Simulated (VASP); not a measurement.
# SrCl2 (Fm-3m) in VASP: notebook

SrCl2 is run at these levels: PBE, r2SCAN; tasks: single point, relaxation of cell and atoms.

Everything below comes from runs of VASP 6.6.1. Logs are shortened: lines on timing, memory, paths and dates and some standing lists are left out, and cuts for length are marked.

## (1) The cell of the first run

Symmetry: Fm-3m, No. 225, cubic system. The conventional cell has a = 7.038 Å, b = 7.038 Å, c = 7.038 Å, α = 90.00°, β = 90.00°, γ = 90.00°. Sr (site symmetry m-3m) has 8 Cl at 3.05 Å within 4.0 Å. Within 4.0 Å of Cl (site symmetry -43m) lie 4 Sr at 3.05 Å and 6 Cl at 3.52 Å.

## (2) Single point, PBE

Input file INCAR:

```
PREC = Accurate
ENCUT = 520
EDIFF = 1E-7
ISMEAR = -1
SIGMA = 0.02
LREAL = False
LASPH = True
NELM = 60
ALGO = Normal
ISIF = 2
LWAVE = False
LCHARG = True
GGA = PE
LELF = True
LVHAR = True
NBANDS = 19
```

Input file KPOINTS:

```
regular mesh
0
Gamma
  6 6 6
```

Input file POSCAR:

```
SrCl2
1.0
    0.0000000000      3.5192138322      3.5192138322
    3.5192138322      0.0000000000      3.5192138322
    3.5192138322      3.5192138322      0.0000000000
Sr Cl
1 2
Direct
    0.0000000000      0.0000000000      0.0000000000
    0.2500000000      0.2500000000      0.2500000000
    0.7500000000      0.7500000000      0.7500000000
```

Potentials or basis: VASP PAW PBE potentials, release 64 (Sr_sv, Cl).

Command:

```
> cat potpaw_PBE.64/Sr_sv/POTCAR potpaw_PBE.64/Cl/POTCAR > POTCAR
> mpirun -np 1 vasp_std > vasp.out
```

OUTCAR:

```text
PREC = Accurate
   ENCUT = 520
   EDIFF = 1E-7
   ISMEAR = -1
   LREAL = False
   LASPH = True
   NELM = 60
   ISIF = 2
   GGA = PE

 ion  position               nearest neighbor table
   1  0.000  0.000  0.000-   3 3.05   3 3.05   3 3.05   2 3.05   3 3.05   2 3.05   2 3.05   2 3.05

   2  0.250  0.250  0.250-   1 3.05   1 3.05   1 3.05   1 3.05
   3  0.750  0.750  0.750-   1 3.05   1 3.05   1 3.05   1 3.05

  LATTYP: Found a face centered cubic cell.
 ALAT       =     7.0384276644

  Lattice vectors:

 A1 = (   0.0000000000,   3.5192138322,   3.5192138322)
 A2 = (   3.5192138322,   0.0000000000,   3.5192138322)
 A3 = (   3.5192138322,   3.5192138322,   0.0000000000)

Analysis of symmetry for initial positions (statically):
=====================================================================
 Subroutine PRICEL returns:
 Original cell was already a primitive cell.

 Routine SETGRP: Setting up the symmetry group for a
 face centered cubic supercell.

 Subroutine GETGRP returns: Found 48 space group operations
 (whereof 48 operations were pure point group operations)
 out of a pool of 48 trial point group operations.

The static configuration has the point symmetry O_h .

Analysis of symmetry for dynamics (positions and initial velocities):
=====================================================================
 Subroutine PRICEL returns:
 Original cell was already a primitive cell.

 Routine SETGRP: Setting up the symmetry group for a
 face centered cubic supercell.

 Subroutine GETGRP returns: Found 48 space group operations
 (whereof 48 operations were pure point group operations)
 out of a pool of 48 trial point group operations.

The dynamic configuration has the point symmetry O_h .

 Subroutine INISYM returns: Found 48 space group operations
 (whereof 48 operations are pure point group operations),
 and found     1 'primitive' translations

----------------------------------------------------------------------------------------

                                     Primitive cell

  volume of cell :      87.1700

  direct lattice vectors                    reciprocal lattice vectors
     0.000000000  3.519213832  3.519213832    -0.142077187  0.142077187  0.142077187
     3.519213832  0.000000000  3.519213832     0.142077187 -0.142077187  0.142077187
     3.519213832  3.519213832  0.000000000     0.142077187  0.142077187 -0.142077187

  length of vectors
     4.976919930  4.976919930  4.976919930     0.246084906  0.246084906  0.246084906

  position of ions in fractional coordinates (direct lattice)
     0.000000000  0.000000000  0.000000000
     0.250000000  0.250000000  0.250000000
     0.750000000  0.750000000  0.750000000

  ion indices of the primitive-cell ions
   primitive index   ion index
                 1           1
                 2           2
                 3           3

----------------------------------------------------------------------------------------

 KPOINTS: regular mesh

Automatic generation of k-mesh.
 Grid dimensions read from file:
 generate k-points for:    6    6    6

 Generating k-lattice:

  Cartesian coordinates                     Fractional coordinates (reciprocal lattice)
    -0.023679531  0.023679531  0.023679531     0.166666667  0.000000000  0.000000000
     0.023679531 -0.023679531  0.023679531     0.000000000  0.166666667  0.000000000
     0.023679531  0.023679531 -0.023679531     0.000000000  0.000000000  0.166666667

  Length of vectors
     0.041014151  0.041014151  0.041014151

  Shift w.r.t. Gamma in fractional coordinates (k-lattice)
     0.000000000  0.000000000  0.000000000

 Subroutine IBZKPT returns following result:
 ===========================================

 Found     16 irreducible k-points:

 Following reciprocal coordinates:
            Coordinates               Weight
  0.000000  0.000000  0.000000      1.000000
  0.166667  0.000000  0.000000      8.000000
  0.333333  0.000000  0.000000      8.000000
  0.500000  0.000000  0.000000      4.000000
  0.166667  0.166667  0.000000      6.000000
  0.333333  0.166667  0.000000     24.000000
[... 8 lines left out ...]
 -0.333333  0.333333  0.166667     24.000000
 -0.333333  0.500000  0.166667     12.000000
   k-points           NKPTS =     16   k-points in BZ     NKDIM =     16   number of bands    NBANDS=     19
   number of dos      NEDOS =    301   number of ions     NIONS =      3
   total plane-waves  NPLWV =  64000
   dimension x,y,z NGX =    40 NGY =   40 NGZ =   40
   dimension x,y,z NGXF=    80 NGYF=   80 NGZF=   80
   ions per type =               1   2
   NGX,Y,Z   is equivalent  to a cutoff of  13.36, 13.36, 13.36 a.u.
   NGXF,Y,Z  is equivalent  to a cutoff of  26.72, 26.72, 26.72 a.u.
 SYSTEM =  unknown system
   PREC   = accura    normal or accurate (medium, high low for compatibility)
   ISTART =      0    job   : 0-new  1-cont  2-samecut
   ICHARG =      2    charge: 1-file 2-atom 10-const
   ISPIN  =      1    spin polarized calculation?
   LNONCOLLINEAR =      F non collinear calculations
   LSORBIT =      F    spin-orbit coupling
   LASPH  =      T    aspherical Exc in radial PAW
   ENCUT  =  520.0 eV  38.22 Ry    6.18 a.u.   9.25  9.25  9.25*2*pi/ulx,y,z
   NELM   =     60;   NELMIN=  2; NELMDL= -5     # of ELM steps
   EDIFF  = 0.1E-06   stopping-criterion for ELM
   LREAL  =      F    real-space projection
   EDIFFG = 0.1E-05   stopping-criterion for IOM
   NSW    =      0    number of steps for IOM
   IBRION =     -1    ionic relax: 0-MD 1-quasi-New 2-CG
   NFREE  =      0    steps in history (QN), initial steepest desc. (CG)
   ISIF   =      2    stress and relaxation
   ISYM   =      2    0-nonsym 1-usesym 2-fastsym
   POTIM  = 0.5000    time-step for ionic-motion
   TEBEG  =    0.0;   TEEND  =   0.0 temperature during run
   PSTRESS=    0.0 pullay stress
   NELECT =      24.0000    total number of electrons
   NUPDOWN=      -1.0000    fix difference up-down
   EMIN   =  10.00;   EMAX   =-10.00  energy-range for DOS
   EFERMI =   0.00;   METHOD = LEGACY
   ISMEAR =    -1;   SIGMA  =   0.02  broadening in eV -4-tet -1-fermi 0-gaus
   EFERMI_NEDOS =   21; number of points for ismear=-14 and -15
   IALGO  =     38    algorithm
   IMIX   =      4    mixing-type and parameters
     AMIX     =   0.40;   BMIX     =  1.00
     AMIX_MAG =   1.60;   BMIX_MAG =  1.00
  volume/ion in A,a.u.               =      29.06       196.08
  Fermi-wavevector in a.u.,A,eV,Ry     =   1.065016  2.012589 15.432541  1.134260
  Thomas-Fermi vector in A             =   2.200554
   LORBIT       =      0    0 simple, 1 ext, 2 COOP (PROOUT), +10 PAW based schemes
   GGA     = PE    functional components
   LHFCALC =     F    Hartree Fock is set to
   AEXX    =    0.0000 exact exchange contribution
   IVDW    =     0    specifies the selected vdW correction
   LEPSILON=     F    determine dielectric tensor
   LRPA    =     F    only Hartree local field effects (RPA)
 non-spin polarized calculation
  energy-cutoff  :      520.00
  volume of cell :       87.17
 maximum number of plane-waves:      2397
 NGX is ok and might be reduce to    40
   NGX = 19   NGY = 19   NGZ = 19

 number of electron      23.9999999 magnetization

 Free energy of the ion-electron system (eV)
  ---------------------------------------------------
  ext. energy  EPLUGINS =         0.00000000
  ---------------------------------------------------
  free energy    TOTEN  =       -12.79133249 eV

  energy without entropy =      -12.79133249  energy(sigma->0) =      -12.79133249

 E-fermi :   0.3746     XC(G=0):  -8.1697

 val. band max:       -0.0179730585   @ k =   0.5000   0.5000   0.0000
 cond. band min:       5.2183547668   @ k =   0.0000   0.0000   0.0000
 fundamental gap:      5.2363278253
 Fermi energy:         0.3746109759

 k-point     1 :       0.0000    0.0000    0.0000
  band No.  band energies     occupation
      1     -32.9934      2.00000
      2     -14.9737      2.00000
      3     -14.9737      2.00000
      4     -14.9737      2.00000
      5     -13.2427      2.00000
      6     -12.4454      2.00000
[... 11 lines left out ...]
     18       8.9723      0.00000
     19       9.1383      0.00000

 k-point     2 :       0.1667    0.0000    0.0000
  band No.  band energies     occupation
      1     -32.9927      2.00000
      2     -15.0452      2.00000
      3     -14.9767      2.00000
      4     -14.9767      2.00000
      5     -13.1118      2.00000
      6     -12.4988      2.00000
[... 11 lines left out ...]
     18       8.6371      0.00000
     19       9.7034      0.00000

 k-point     3 :       0.3333    0.0000    0.0000
  band No.  band energies     occupation
      1     -32.9913      2.00000
      2     -15.1633      2.00000
      3     -14.9827      2.00000
      4     -14.9827      2.00000
      5     -12.9093      2.00000
      6     -12.5631      2.00000
[... 11 lines left out ...]
     18       8.4602      0.00000
     19       8.9651      0.00000

 k-point     4 :       0.5000    0.0000    0.0000
  band No.  band energies     occupation
      1     -32.9907      2.00000
      2     -15.2134      2.00000
      3     -14.9857      2.00000
      4     -14.9857      2.00000
      5     -12.8668      2.00000
      6     -12.5416      2.00000
[... 231 lines left out ...]
     18       8.5483      0.00000
     19       9.6562      0.00000

 k-point    15 :      -0.3333    0.3333    0.1667
  band No.  band energies     occupation
      1     -32.9900      2.00000
      2     -15.1604      2.00000
      3     -15.1039      2.00000
      4     -14.9966      2.00000
      5     -12.6958      2.00000
      6     -12.6164      2.00000
[... 11 lines left out ...]
     18       8.9656      0.00000
     19       9.7707      0.00000

 k-point    16 :      -0.3333    0.5000    0.1667
  band No.  band energies     occupation
      1     -32.9898      2.00000
      2     -15.2041      2.00000
      3     -15.0729      2.00000
      4     -15.0025      2.00000
      5     -12.6830      2.00000
      6     -12.6034      2.00000
[... 11 lines left out ...]
     18       9.3492      0.00000
     19       9.8407      0.00000

------------------------ aborting loop because EDIFF is reached ----------------------------------------

  FORCE on cell =-STRESS in cart. coord.  units (eV):
  Direction    XX          YY          ZZ          XY          YZ          ZX
  --------------------------------------------------------------------------------------
  -------------------------------------------------------------------------------------
  Total        0.0624528      0.0624528      0.0624528      0.0000000      0.0000000     -0.0000000
  in kB        1.1478778      1.1478778      1.1478778      0.0000000      0.0000000     -0.0000000
  external PRESSURE =       1.1478778 kB  Pullay stress =       0.0000000 kB

 VOLUME and BASIS-vectors are now :
 -----------------------------------------------------------------------------
  energy-cutoff  :      520.00
  volume of cell :       87.17
      direct lattice vectors                 reciprocal lattice vectors
     0.000000000  3.519213832  3.519213832    -0.142077187  0.142077187  0.142077187
     3.519213832  0.000000000  3.519213832     0.142077187 -0.142077187  0.142077187
     3.519213832  3.519213832  0.000000000     0.142077187  0.142077187 -0.142077187

 POSITION                                       TOTAL-FORCE (eV/Angst)
 -----------------------------------------------------------------------------------
      0.00000      0.00000      0.00000         0.000000      0.000000     -0.000000
      1.75961      1.75961      1.75961        -0.000000     -0.000000     -0.000000
      5.27882      5.27882      5.27882         0.000000      0.000000      0.000000
 -----------------------------------------------------------------------------------
    total drift:                               -0.000000     -0.000000      0.000000

  FREE ENERGIE OF THE ION-ELECTRON SYSTEM (eV)
  ---------------------------------------------------
  free  energy   TOTEN  =       -12.7913324866 eV

  energy  without entropy=      -12.7913324866  energy(sigma->0) =      -12.79133249
```

It used 38 s of CPU time on 1 thread of Intel Xeon 6975P-C (shared host).

What came out:

- Free energy: -12.7913 eV
- Pressure: 0.1 GPa
- Band gap on the k mesh: 5.24 eV, indirect (least direct gap 5.52 eV)

## (3) Single point, r2SCAN

This run uses another cell than the first one, of 28.53 Å³/atom, 0.982 times its volume.

Input file POSCAR:

```
SrCl2
1.0
    0.0000000000      3.4976509228      3.4976509228
    3.4976509228      0.0000000000      3.4976509228
    3.4976509228      3.4976509228      0.0000000000
Sr Cl
1 2
Direct
    0.0000000000      0.0000000000      0.0000000000
    0.2500000000      0.2500000000      0.2500000000
    0.7500000000      0.7500000000      0.7500000000
```

Input file INCAR.step1:

```
ALGO = Normal
EDIFF = 1E-4
ENCUT = 520
GGA = PE
ISMEAR = -1
LASPH = T
LCHARG = F
LREAL = F
LWAVE = T
NBANDS = 19
NELM = 100
PREC = Accurate
SIGMA = 0.02
```

Input file INCAR.step2:

```
ALGO = Normal
EDIFF = 1E-7
ENCUT = 520
ISIF = 2
ISMEAR = -1
ISTART = 1
LASPH = T
LCHARG = F
LMIXTAU = T
LREAL = F
LWAVE = F
METAGGA = R2SCAN
NBANDS = 19
NELM = 100
PREC = Accurate
SIGMA = 0.02
```

Input file KPOINTS:

```
k-points
0
Gamma
  6 6 6
```

Potentials or basis: VASP PAW PBE potentials, release 64 (Sr_sv, Cl).

Command:

```
> cat potpaw_PBE.64/Sr_sv/POTCAR potpaw_PBE.64/Cl/POTCAR > POTCAR
> cp INCAR.step1 INCAR
> mpirun -np 1 vasp_std > vasp.out
> cp INCAR.step2 INCAR
> mpirun -np 1 vasp_std > vasp.out
```

OUTCAR:

```text
EDIFF = 1E-7
   ENCUT = 520
   ISIF = 2
   ISMEAR = -1
   ISTART = 1
   LASPH = T
   LREAL = F
   METAGGA = R2SCAN
   NELM = 100
   PREC = Accurate

 ion  position               nearest neighbor table
   1  0.000  0.000  0.000-   3 3.03   3 3.03   3 3.03   2 3.03   3 3.03   2 3.03   2 3.03   2 3.03

   2  0.250  0.250  0.250-   1 3.03   1 3.03   1 3.03   1 3.03
   3  0.750  0.750  0.750-   1 3.03   1 3.03   1 3.03   1 3.03

  LATTYP: Found a face centered cubic cell.
 ALAT       =     6.9953018456

  Lattice vectors:

 A1 = (   0.0000000000,   3.4976509228,   3.4976509228)
 A2 = (   3.4976509228,   0.0000000000,   3.4976509228)
 A3 = (   3.4976509228,   3.4976509228,   0.0000000000)

Analysis of symmetry for initial positions (statically):
=====================================================================
 Subroutine PRICEL returns:
 Original cell was already a primitive cell.

 Routine SETGRP: Setting up the symmetry group for a
 face centered cubic supercell.

[... 155 lines left out ...]
  free energy    TOTEN  =       -35.69703144 eV

  energy without entropy =      -35.69703144  energy(sigma->0) =      -35.69703144

 E-fermi :   0.2483     XC(G=0):  -8.7306

 val. band max:       -0.2731346100   @ k =   0.5000   0.5000   0.0000
 cond. band min:       5.6638810853   @ k =   0.0000   0.0000   0.0000
 fundamental gap:      5.9370156954
 Fermi energy:         0.2482860133

 k-point     1 :       0.0000    0.0000    0.0000
  band No.  band energies     occupation
      1     -34.2498      2.00000
      2     -15.6163      2.00000
      3     -15.6163      2.00000
      4     -15.6163      2.00000
      5     -14.1356      2.00000
      6     -13.2772      2.00000
[... 329 lines left out ...]
      6     -13.4098      2.00000
[... 11 lines left out ...]
     18      10.0914      0.00000
     19      10.4537      0.00000

------------------------ aborting loop because EDIFF is reached ----------------------------------------

  FORCE on cell =-STRESS in cart. coord.  units (eV):
  Direction    XX          YY          ZZ          XY          YZ          ZX
  --------------------------------------------------------------------------------------
  -------------------------------------------------------------------------------------
  Total        0.0170336      0.0170336      0.0170336      0.0000000      0.0000000     -0.0000000
  in kB        0.3189027      0.3189027      0.3189027      0.0000000      0.0000000     -0.0000000
  external PRESSURE =       0.3189027 kB  Pullay stress =       0.0000000 kB

 VOLUME and BASIS-vectors are now :
 -----------------------------------------------------------------------------
  energy-cutoff  :      520.00
  volume of cell :       85.58
      direct lattice vectors                 reciprocal lattice vectors
     0.000000000  3.497650923  3.497650923    -0.142953088  0.142953088  0.142953088
     3.497650923  0.000000000  3.497650923     0.142953088 -0.142953088  0.142953088
     3.497650923  3.497650923  0.000000000     0.142953088  0.142953088 -0.142953088

 POSITION                                       TOTAL-FORCE (eV/Angst)
 -----------------------------------------------------------------------------------
      0.00000      0.00000      0.00000         0.000000     -0.000000      0.000000
      1.74883      1.74883      1.74883        -0.000000      0.000000     -0.000000
      5.24648      5.24648      5.24648         0.000000     -0.000000      0.000000
 -----------------------------------------------------------------------------------
    total drift:                               -0.000000     -0.000000      0.000000

  FREE ENERGIE OF THE ION-ELECTRON SYSTEM (eV)
  ---------------------------------------------------
  free  energy   TOTEN  =       -35.6970314383 eV

  energy  without entropy=      -35.6970314383  energy(sigma->0) =      -35.69703144
```

Wall time 3.6 min (1 thread of Intel Xeon 6975P-C, shared host); peak memory 0.26 GiB.

Results:

```
Free energy            : -35.6970 eV
Pressure               : 0.0 GPa
Band gap on the k mesh : 5.94 eV, indirect (least direct gap 5.99 eV)
```

Caveat: the PAW data sets were made with another functional, which shifts forces and pressure a little. r2SCAN opens gaps a little over a GGA but as a rule still falls short of measured ones.

[end of part 1 of 2]
